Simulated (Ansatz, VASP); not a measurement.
# Sr in VASP and in Ansatz

```
CELL_PARAMETERS angstrom
7.06595 0.00000 0.00000
-3.53298 6.11929 0.00000
0.00000 0.00000 3.81663
ATOMIC_POSITIONS crystal
Sr 0.00000 0.66578 0.00000
Sr 0.33422 0.33422 0.03930
Sr 0.66578 0.00000 0.00000
```

Change from the starting cell: one atom moved.

Alike in both runs: task single point; functional PBEsol; k mesh 6 × 6 × 10; occupations gaussian, width 0.1 eV; no spin polarisation.

|  | VASP | Ansatz |
| --- | --- | --- |
| version | VASP 6.6.1 | Ansatz 0.2.0 |
| potentials or method | VASP PAW PBE potentials, release 64 (Sr_sv), cutoff 520 eV | scalar-relativistic, plane waves, PAW |
| valence electrons in the cell | 30 | 30 |

```csv
,VASP,Ansatz,Ansatz less VASP
gap on the k mesh at the Fermi level (eV),none,none,-
pressure (GPa),-0.5,-0.5,-0.01
"traceless stress, the component that is largest in VASP (GPa)",0.12,0.11,-0.001
rms of the force components (eV/Å),0.035,0.035,-0.0001
```

VASP's potentials were made for PBE, not for PBEsol. Atom by atom the forces differ by 0.000 eV/Å (rms over components). A gap of «none» marks a metal or a gap that the smearing closes.
